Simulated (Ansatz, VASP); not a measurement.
# Two plane-wave programs on KZnF3

File INCAR:

```
SYSTEM = KZnF3
ALGO = Normal
EDIFF = 1E-7
ENCUT = 520
GGA = PE
ISIF = 2
ISMEAR = 0
LASPH = .TRUE.
LCHARG = .FALSE.
LREAL = .FALSE.
LWAVE = .FALSE.
NBANDS = 29
NELM = 80
PREC = Accurate
SIGMA = 0.05
```

Contents of KPOINTS:

```
k-points
0
G
  6 6 6
  0 0 0
```

POSCAR

```
KZnF3
1.0
    4.0500000000      0.0000000000      0.0000000000
    0.0000000000      3.4425000000      0.0000000000
    0.0000000000      0.0000000000      4.0500000000
K Zn F
1 1 3
Direct
    0.0000000000      0.0000000000      0.0000000000
    0.5000000000      0.5000000000      0.5000000000
    0.5000000000      0.5000000000      0.0000000000
    0.0000000000      0.5000000000      0.5000000000
    0.5000000000      0.0000000000      0.5000000000
```

Input for Ansatz:

```yaml
crystal:
  lattice:
    - [4.05, 0.0, 0.0]
    - [0.0, 3.4425, 0.0]
    - [0.0, 0.0, 4.05]
  atoms:
    - { symbol: K, position: [0.0, 0.0, 0.0] }
    - { symbol: Zn, position: [0.5, 0.5, 0.5] }
    - { symbol: F, position: [0.5, 0.5, 0.0] }
    - { symbol: F, position: [0.0, 0.5, 0.5] }
    - { symbol: F, position: [0.5, 0.0, 0.5] }
basis:
  ecutwfc: 420
kpoints:
  mp_grid: { grid: [6, 6, 6] }
hamiltonian:
  xc: pbe
scf:
  occupations: { method: gaussian, width: 0.05 }
output:
  forces: true
  stress: true
  eigenvalues: true
```

Change from the starting cell: strain -0.1500 x Voigt [0, 1, 0, 0, 0, 0], atoms carried along.

Alike in both runs: task single point; functional PBE; k mesh 6 × 6 × 6; occupations gaussian, width 0.05 eV; no spin polarisation.

|  | VASP | Ansatz |
| --- | --- | --- |
| version | VASP 6.6.1 | Ansatz 0.2.0 |
| potentials or method | VASP PAW PBE potentials, release 64 (K_sv, Zn, F), cutoff 520 eV | scalar-relativistic, plane waves, PAW |
| valence electrons in the cell | 42 | 42 |

```tsv
	VASP	Ansatz	Ansatz less VASP
gap on the k mesh at the Fermi level (eV)	3.81	3.89	+0.079
least direct gap on the mesh (eV)	7.11	7.16	+0.048
pressure (GPa)	32.0	30.9	-1.07
traceless stress, the component that is largest in VASP (GPa)	25.69	24.71	-0.987
```

Both programs put the cell under a high pressure, so it lies far from rest at this level.
